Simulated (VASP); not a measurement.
The system is Sb.

```
Sb
1.0
    -1.57654    1.57654    2.71194
     1.57654   -1.57654    2.71194
     1.57654    1.57654   -2.71194
Sb
1
Direct
  0.00000 0.00000 0.00000
```

```yaml
Program: VASP 6.6.1
Task: relaxation of cell and atoms
Functional: revPBE
Dispersion: D3(BJ)
Potentials_or_basis: VASP PAW PBE potentials, release 64 (Sb)
Cutoff: 600 eV
k_mesh: 12 × 12 × 12
Occupations: fermi-dirac, width 0.05 eV
Spin: no spin polarisation
```

At the start: pressure -3.1 GPa; volume 26.96 Å³/atom.

How do energy, volume and symmetry change on relaxing?

Over 10 steps the energy falls by 19.5 meV/atom and the volume is 25.50 Å³/atom (-5.4 %); space group I4/mmm (No. 139, to 0.1 Å) before and after.

Step by step:
```csv
step,energy change (eV),largest force (eV/Å),pressure (GPa),volume (Å³)
1,0.0000,0.0000,-3.13,26.96
2,-0.0102,0.0000,2.02,24.96
3,-0.0140,0.0000,0.08,25.61
4,-0.0160,0.0000,0.10,25.56
5,-0.0193,0.0000,0.35,25.38
6,-0.0193,0.0000,0.38,25.37
7,-0.0191,0.0000,-0.54,25.69
8,-0.0195,0.0000,0.02,25.49
9,-0.0195,0.0000,0.02,25.50
10,-0.0195,0.0000,0.00,25.50
```

Final structure:
```xyz
1
Lattice="-1.5757 1.5757 2.5678 1.5757 -1.5757 2.5678 1.5757 1.5757 -2.5678" Properties=species:S:1:pos:R:3 pbc="T T T"
Sb    0.0000    0.0000    0.0000
```

Caveat: the PAW data sets were made with another functional, which shifts forces and pressure a little.
